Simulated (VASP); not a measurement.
Write the native input for VASP 6.6.1 that does the following.

```yaml
Task: relaxation of cell and atoms
Functional: PBEsol
Potentials_or_basis: VASP PAW PBE potentials, release 64 (Pd)
Cutoff: 600 eV
k_mesh: 24 × 24 × 24
Occupations: gaussian, width 0.1 eV
Spin: no spin polarisation
Dipole_correction: no
Further_INCAR_settings: ALGO = Fast; EDIFF = 1e-06; IBRION = 2; EDIFFG = -0.01; NSW = 100; ISIF = 3
```

The structure of Pd lies in POSCAR:

```
Pd
1.0
    0.0000000000      1.9398661736      1.9398661736
    1.9398661736      0.0000000000      1.9398661736
    1.9398661736      1.9398661736      0.0000000000
Pd
1
Direct
    0.0000000000      0.0000000000      0.0000000000
```

These files were run (other wordings do the same):

INCAR

```
SYSTEM = Pd
PREC = Accurate
ENCUT = 600
EDIFF = 1E-6
ISMEAR = 0
SIGMA = 0.1
LREAL = .FALSE.
LASPH = .TRUE.
NELM = 100
ALGO = Fast
ISIF = 3
LWAVE = .FALSE.
LCHARG = .FALSE.
GGA = PS
IBRION = 2
NSW = 100
EDIFFG = -0.01
```

KPOINTS

```
Automatic mesh
0
G
  24 24 24
  0 0 0
```

Potentials or basis: VASP PAW PBE potentials, release 64 (Pd).

The run is started by

```sh
$ cat potpaw_PBE.64/Pd/POTCAR > POTCAR
$ mpirun -np 1 vasp_std > vasp.out
```

It gave:

The relaxed volume is 14.53 Å³/atom and the relaxed cell is a = 2.739 Å, b = 2.739 Å, c = 2.739 Å, α = 60.00°, β = 60.00°, γ = 60.00°. The space group after relaxing (to 0.05 Å) is Fm-3m (No. 225). The energy gained by relaxing is 0.2 meV/atom, the ionic steps are 3 and the pressure after relaxing is 0.0 GPa. The band gap on the k mesh is zero (band 5 reaches 10.19 eV, above the bottom of band 6 at 8.56 eV).

Caveat: the PAW data sets were made with another functional, which shifts forces and pressure a little.

Run time: 5.2 min on 1 thread of AMD EPYC 7R13, with other jobs on the host, peak memory 0.18 GiB.
